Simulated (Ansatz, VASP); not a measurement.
**Two plane-wave programs on Al**

The input INCAR:

```
SYSTEM = Al
ALGO = Normal
EDIFF = 1E-7
EDIFFG = -0.002
ENCUT = 500
GGA = PS
GGA_COMPAT = .False.
IBRION = 2
ISIF = 3
ISMEAR = -1
LASPH = .True.
LCHARG = .False.
LREAL = .False.
LWAVE = .False.
NELM = 120
NELMIN = 4
NSW = 100
PREC = Accurate
SIGMA = 0.1
```

File KPOINTS:

```
k-points
0
Gamma
  14 14 14
  0 0 0
```

POSCAR

```
Al
1.0
    2.0248050000      2.0248050000      0.0000000000
   -2.0248050000      2.0248050000      0.0000000000
    0.0000000000      2.0248050000      2.0248050000
Al
1
Direct
    0.0000000000      0.0000000000      0.0000000000
```

Input for Ansatz:

```yaml
crystal:
  lattice:
    - [2.024805, 2.024805, 0.0]
    - [-2.024805, 2.024805, 0.0]
    - [0.0, 2.024805, 2.024805]
  atoms:
    - { symbol: Al, position: [0.0, 0.0, 0.0] }
kpoints:
  mp_grid: { grid: [14, 14, 14] }
scf:
  occupations: { method: fermi_dirac, width: 0.1 }
hamiltonian:
  xc: pbesol
  pseudopotentials: { kind: paw }
relax:
  f_tol: 0.002
  max_steps: 80
  cell: {}
output:
  forces: true
  stress: true
```

Alike in both runs: task relaxation of cell and atoms; functional PBEsol; k mesh 14 × 14 × 14; occupations fermi-dirac, width 0.1 eV; no spin polarisation.

|  | VASP | Ansatz |
| --- | --- | --- |
| version | VASP 6.6.1 | Ansatz 0.2.0 |
| potentials or method | VASP PAW PBE potentials, release 64 (Al) | PAW with Ansatz's default frozen-core files, scalar-relativistic |
| plane-wave cutoff (eV) | 500 | 420 |
| valence electrons in the cell | 3 | 3 |

Ansatz gave:

| Item | Value |
| --- | --- |
| relaxed volume (Å³/atom) | 16.16 |
| relaxed cell length with the largest relative difference (Å) | 2.838 |

**Question.** What did VASP give for the same quantities?

**Answer.** Relaxed volume (Å³/atom): 16.17; relaxed cell length with the largest relative difference (Å): 2.838.

VASP's potentials were made for PBE, not for PBEsol.
